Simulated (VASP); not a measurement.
# PbSe (Fm-3m) in VASP: notebook

Runs on PbSe. Level: r2SCAN+rVV10. Tasks: single point.

All numbers are computed with VASP 6.6.1; they aren't measurements. Logs are shortened: lines on timing, memory, paths and dates and some standing lists are left out, and cuts for length are marked.

## 1. The cell of the first run

The structure is cubic, space group Fm-3m (No. 225). The conventional cell has a = 6.180 Å, b = 6.180 Å, c = 6.180 Å, α = 90.00°, β = 90.00°, γ = 90.00°. Pb (site symmetry m-3m) has 6 Se at 3.09 Å within 4.1 Å. Within 4.1 Å of Se (site symmetry m-3m) lie 6 Pb at 3.09 Å.

## 2. Single point, r2SCAN+rVV10 (volume scaled by 1.02)

File POSCAR:

```
PbSe
1.0
    0.0000000000      3.0899982261      3.0899982261
    3.0899982261      0.0000000000      3.0899982261
    3.0899982261      3.0899982261      0.0000000000
Pb Se
1 1
Direct
    0.5000000000      0.5000000000      0.5000000000
    0.0000000000      0.0000000000      0.0000000000
```

File INCAR.step1:

```
SYSTEM = PbSe
PREC = Accurate ; ENCUT = 520
ISMEAR = 0 ; SIGMA = 0.05
LREAL = .FALSE. ; LASPH = .TRUE.
NELM = 80 ; NBANDS = 17
GGA = PE ; ALGO = Normal
EDIFF = 1E-4 ; LWAVE = .TRUE.
LCHARG = .FALSE.
```

File INCAR.step2:

```
SYSTEM = PbSe
PREC = Accurate ; ENCUT = 520
EDIFF = 1E-6 ; ISMEAR = 0
SIGMA = 0.05 ; LREAL = .FALSE.
LASPH = .TRUE. ; NELM = 80
ALGO = Normal ; ISIF = 2
LWAVE = .FALSE. ; LCHARG = .TRUE.
METAGGA = R2SCAN ; LMIXTAU = .TRUE.
LUSE_VDW = .TRUE. ; IVDW_NL = 2
BPARAM = 11.95 ; CPARAM = 0.0093
LELF = .TRUE. ; LVHAR = .TRUE.
NBANDS = 17 ; ISTART = 1
```

File KPOINTS:

```
regular mesh
0
G
  6 6 6
  0 0 0
```

Potentials or basis: VASP PAW PBE potentials, release 64 (Pb_d, Se).

Launch:

```bash
cat potpaw_PBE.64/Pb_d/POTCAR potpaw_PBE.64/Se/POTCAR > POTCAR
cp INCAR.step1 INCAR
mpirun -np 1 vasp_std > vasp.out
cp INCAR.step2 INCAR
mpirun -np 1 vasp_std > vasp.out
```

OUTCAR:

```text
SYSTEM = PbSe
   PREC = Accurate
   ENCUT = 520
   EDIFF = 1E-6
   ISMEAR = 0
   LREAL = .FALSE.
   LASPH = .TRUE.
   NELM = 80
   ISIF = 2
   METAGGA = R2SCAN
   IVDW_NL = 2
   BPARAM = 11.95
   ISTART = 1

 ion  position               nearest neighbor table
   1  0.500  0.500  0.500-   2 3.09   2 3.09   2 3.09   2 3.09   2 3.09   2 3.09
   2  0.000  0.000  0.000-   1 3.09   1 3.09   1 3.09   1 3.09   1 3.09   1 3.09

  LATTYP: Found a face centered cubic cell.
 ALAT       =     6.1799964522

  Lattice vectors:

 A1 = (   0.0000000000,   3.0899982261,   3.0899982261)
 A2 = (   3.0899982261,   0.0000000000,   3.0899982261)
 A3 = (   3.0899982261,   3.0899982261,   0.0000000000)

Analysis of symmetry for initial positions (statically):
=====================================================================
 Subroutine PRICEL returns:
 Original cell was already a primitive cell.

 Routine SETGRP: Setting up the symmetry group for a
 face centered cubic supercell.

 Subroutine GETGRP returns: Found 48 space group operations
 (whereof 48 operations were pure point group operations)
 out of a pool of 48 trial point group operations.

The static configuration has the point symmetry O_h .

Analysis of symmetry for dynamics (positions and initial velocities):
=====================================================================
 Subroutine PRICEL returns:
 Original cell was already a primitive cell.

 Routine SETGRP: Setting up the symmetry group for a
 face centered cubic supercell.

 Subroutine GETGRP returns: Found 48 space group operations
 (whereof 48 operations were pure point group operations)
 out of a pool of 48 trial point group operations.

The dynamic configuration has the point symmetry O_h .

 Subroutine INISYM returns: Found 48 space group operations
 (whereof 48 operations are pure point group operations),
 and found     1 'primitive' translations

----------------------------------------------------------------------------------------

                                     Primitive cell

  volume of cell :      59.0072

  direct lattice vectors                    reciprocal lattice vectors
     0.000000000  3.089998226  3.089998226    -0.161812391  0.161812391  0.161812391
     3.089998226  0.000000000  3.089998226     0.161812391 -0.161812391  0.161812391
     3.089998226  3.089998226  0.000000000     0.161812391  0.161812391 -0.161812391

  length of vectors
     4.369917399  4.369917399  4.369917399     0.280267282  0.280267282  0.280267282

[... 72 lines left out ...]
   LREAL  =      F    real-space projection
   EDIFFG = 0.1E-04   stopping-criterion for IOM
   NSW    =      0    number of steps for IOM
   IBRION =     -1    ionic relax: 0-MD 1-quasi-New 2-CG
   NFREE  =      0    steps in history (QN), initial steepest desc. (CG)
   ISIF   =      2    stress and relaxation
   ISYM   =      2    0-nonsym 1-usesym 2-fastsym
   POTIM  = 0.5000    time-step for ionic-motion
   TEBEG  =    0.0;   TEEND  =   0.0 temperature during run
   PSTRESS=    0.0 pullay stress
   NELECT =      20.0000    total number of electrons
   NUPDOWN=      -1.0000    fix difference up-down
   EMIN   =  10.00;   EMAX   =-10.00  energy-range for DOS
   EFERMI =   0.00;   METHOD = LEGACY
   ISMEAR =     0;   SIGMA  =   0.05  broadening in eV -4-tet -1-fermi 0-gaus
   EFERMI_NEDOS =   21; number of points for ismear=-14 and -15
   IALGO  =     38    algorithm
   IMIX   =      4    mixing-type and parameters
     AMIX     =   0.40;   BMIX     =  1.00
     AMIX_MAG =   1.60;   BMIX_MAG =  1.00
  volume/ion in A,a.u.               =      29.50       199.10
  Fermi-wavevector in a.u.,A,eV,Ry     =   1.141432  2.156993 17.726573  1.302866
  Thomas-Fermi vector in A             =   2.278132
   LORBIT       =      0    0 simple, 1 ext, 2 COOP (PROOUT), +10 PAW based schemes
   METAGGA = R2SCAN    functional components
   LHFCALC =     F    Hartree Fock is set to
   AEXX    =    0.0000 exact exchange contribution
   IVDW_NL    =     2    kernel type
   BPARAM     =11.9500
   IVDW    =     0    specifies the selected vdW correction
   LEPSILON=     F    determine dielectric tensor
   LRPA    =     F    only Hartree local field effects (RPA)
 non-spin polarized calculation
 Gauss-broadening in eV      SIGMA  =   0.05
  energy-cutoff  :      520.00
  volume of cell :       59.01
 maximum number of plane-waves:      1639
 NGX is ok and might be reduce to    36
   NGX = 17   NGY = 17   NGZ = 17

 number of electron      20.0000003 magnetization

 Free energy of the ion-electron system (eV)
  ---------------------------------------------------
  ext. energy  EPLUGINS =         0.00000000
  ---------------------------------------------------
  free energy    TOTEN  =       -71.41370898 eV

  energy without entropy =      -71.41370898  energy(sigma->0) =      -71.41370898

 E-fermi :   4.7488     XC(G=0):  -9.9802

 val. band max:        4.5243753243   @ k =   0.5000   0.0000   0.0000
 cond. band min:       5.1587969368   @ k =   0.5000   0.0000   0.0000
 fundamental gap:      0.6344216125
 Fermi energy:         4.7487756038

 k-point     1 :       0.0000    0.0000    0.0000
  band No.  band energies     occupation
      1     -12.8402      2.00000
      2     -12.8402      2.00000
      3     -12.8402      2.00000
      4     -12.8362      2.00000
      5     -12.8362      2.00000
      6      -9.3600      2.00000
[... 297 lines left out ...]
      4     -12.8146      2.00000
      5     -12.8000      2.00000
      6      -7.9458      2.00000
[... 9 lines left out ...]
     16      16.7265      0.00000
     17      17.7057      0.00000

------------------------ aborting loop because EDIFF is reached ----------------------------------------

  FORCE on cell =-STRESS in cart. coord.  units (eV):
  Direction    XX          YY          ZZ          XY          YZ          ZX
  --------------------------------------------------------------------------------------
  -------------------------------------------------------------------------------------
  Total       -0.3168394     -0.3168394     -0.3168394      0.0000000      0.0000000      0.0000000
  in kB       -8.6029042     -8.6029042     -8.6029042      0.0000000      0.0000000      0.0000000
  external PRESSURE =      -8.6029042 kB  Pullay stress =       0.0000000 kB

 VOLUME and BASIS-vectors are now :
 -----------------------------------------------------------------------------
  energy-cutoff  :      520.00
  volume of cell :       59.01
      direct lattice vectors                 reciprocal lattice vectors
     0.000000000  3.089998226  3.089998226    -0.161812391  0.161812391  0.161812391
     3.089998226  0.000000000  3.089998226     0.161812391 -0.161812391  0.161812391
     3.089998226  3.089998226  0.000000000     0.161812391  0.161812391 -0.161812391

 POSITION                                       TOTAL-FORCE (eV/Angst)
 -----------------------------------------------------------------------------------
      3.09000      3.09000      3.09000         0.000000      0.000000      0.000000
      0.00000      0.00000      0.00000        -0.000000     -0.000000     -0.000000
 -----------------------------------------------------------------------------------
    total drift:                                0.000000      0.000000      0.000000

  FREE ENERGIE OF THE ION-ELECTRON SYSTEM (eV)
  ---------------------------------------------------
  free  energy   TOTEN  =       -71.4137089822 eV

  energy  without entropy=      -71.4137089822  energy(sigma->0) =      -71.41370898
```

OUTCAR.step1:

```text
SYSTEM = PbSe
   PREC = Accurate
   ENCUT = 520
   ISMEAR = 0
   LREAL = .FALSE.
   LASPH = .TRUE.
[... 531 lines left out ...]
      3.09000      3.09000      3.09000         0.000000      0.000000      0.000000
      0.00000      0.00000      0.00000         0.000000      0.000000      0.000000
 -----------------------------------------------------------------------------------
    total drift:                                0.000000      0.000000      0.000000

  FREE ENERGIE OF THE ION-ELECTRON SYSTEM (eV)
  ---------------------------------------------------
  free  energy   TOTEN  =        -8.1981733638 eV

  energy  without entropy=       -8.1981733634  energy(sigma->0) =       -8.19817336
```

OSZICAR.step1:

```text
N       E                     dE             d eps       ncg     rms          rms(c)
DAV:   1     0.150792220587E+03    0.15079E+03   -0.95193E+03   544   0.121E+03
DAV:   2     0.263587946360E+01   -0.14816E+03   -0.14322E+03   570   0.298E+02
DAV:   3    -0.826359543845E+01   -0.10899E+02   -0.10819E+02   694   0.861E+01
DAV:   4    -0.849735559241E+01   -0.23376E+00   -0.23358E+00   671   0.143E+01
DAV:   5    -0.850493362450E+01   -0.75780E-02   -0.75778E-02   739   0.258E+00    0.272E+00
DAV:   6    -0.819930617867E+01    0.30563E+00   -0.77166E-01   813   0.583E+00    0.152E+00
DAV:   7    -0.819504643660E+01    0.42597E-02   -0.12142E-01   658   0.165E+00    0.844E-01
DAV:   8    -0.819855471783E+01   -0.35083E-02   -0.13267E-02   646   0.124E+00    0.167E-01
DAV:   9    -0.819810138417E+01    0.45333E-03   -0.28731E-03   810   0.501E-01    0.548E-02
DAV:  10    -0.819817336384E+01   -0.71980E-04   -0.23807E-04   617   0.855E-02
   1 F= -.81981734E+01 E0= -.81981734E+01  d E =-.484368E-09
```

Run time: 2.2 min. Hardware: 1 thread of Intel Xeon 6975P-C (Granite Rapids), shared host; peak memory 0.39 GiB.

Results:

```yaml
Free_energy: -71.4137 eV
Pressure: -0.9 GPa
Band_gap_on_the_k_mesh: 0.63 eV, direct
```

Levels at points of the mesh, in eV from the valence-band top:
| k point | band 7 | band 8 | band 9 | band 10 | band 11 | band 12 | band 13 | band 14 |
| --- | --- | --- | --- | --- | --- | --- | --- | --- |
| (0.00, 0.00, 0.00) | -6.37 | -1.87 | -1.87 | -1.87 | 4.99 | 4.99 | 4.99 | 7.00 |
| (0.50, 0.00, 0.00) | -8.88 | -1.48 | -1.48 | 0.00 | 0.63 | 1.99 | 1.99 | 8.99 |
| (0.50, 0.50, 0.00) | -7.47 | -4.91 | -3.19 | -3.19 | 4.10 | 5.90 | 5.90 | 6.35 |

Caveat: the PAW data sets were made with another functional, which shifts forces and pressure a little; spin-orbit coupling is left out, which moves the levels of the heavy elements. A k mesh can miss the band edges.

## 3. Single point, r2SCAN+rVV10 (volume scaled by 1.04)

File POSCAR:

```
PbSe
1.0
    0.0000000000      3.1100637118      3.1100637118
    3.1100637118      0.0000000000      3.1100637118
    3.1100637118      3.1100637118      0.0000000000
Pb Se
1 1
Direct
    0.5000000000      0.5000000000      0.5000000000
    0.0000000000      0.0000000000      0.0000000000
```

File INCAR.step1:

```
  ALGO = Normal
  EDIFF = 1E-4
  ENCUT = 520
  GGA = PE
  ISMEAR = 0
  LASPH = T
  LCHARG = F
  LREAL = F
  LWAVE = T
  NBANDS = 17
  NELM = 60
  PREC = Accurate
  SIGMA = 0.05
```

File INCAR.step2:

```
  ALGO = Normal
  BPARAM = 11.95
  CPARAM = 0.0093
  EDIFF = 1E-7
  ENCUT = 520
  ISIF = 2
  ISMEAR = 0
  ISTART = 1
  IVDW_NL = 2
  LASPH = T
  LCHARG = F
  LMIXTAU = T
  LREAL = F
  LUSE_VDW = T
  LWAVE = F
  METAGGA = R2SCAN
  NBANDS = 17
  NELM = 60
  PREC = Accurate
  SIGMA = 0.05
```

File KPOINTS:

```
k-points
0
Gamma
  6 6 6
```

Potentials or basis: VASP PAW PBE potentials, release 64 (Pb_d, Se).

Launch:

```bash
cat potpaw_PBE.64/Pb_d/POTCAR potpaw_PBE.64/Se/POTCAR > POTCAR
cp INCAR.step1 INCAR
mpirun -np 1 vasp_std > vasp.out
cp INCAR.step2 INCAR
mpirun -np 1 vasp_std > vasp.out
```

Wall time 2.3 min (1 thread of Intel Xeon 6975P-C (Granite Rapids), shared host); peak memory 0.4 GiB.

The run converged. Its results:

* Free energy: -71.4044 eV
* Pressure: -1.8 GPa
* Band gap on the k mesh: 0.69 eV, direct

Levels at points of the mesh, in eV from the valence-band top:
| k point | band 7 | band 8 | band 9 | band 10 | band 11 | band 12 | band 13 | band 14 |
| --- | --- | --- | --- | --- | --- | --- | --- | --- |
| (0.00, 0.00, 0.00) | -6.39 | -1.76 | -1.76 | -1.76 | 4.96 | 4.96 | 4.96 | 7.06 |
| (0.50, 0.00, 0.00) | -8.75 | -1.38 | -1.38 | 0.00 | 0.69 | 2.05 | 2.05 | 8.97 |
| (0.50, 0.50, 0.00) | -7.42 | -4.73 | -3.05 | -3.05 | 4.19 | 5.84 | 5.84 | 6.28 |

Caveat: the PAW data sets were made with another functional, which shifts forces and pressure a little; spin-orbit coupling is left out, which moves the levels of the heavy elements.
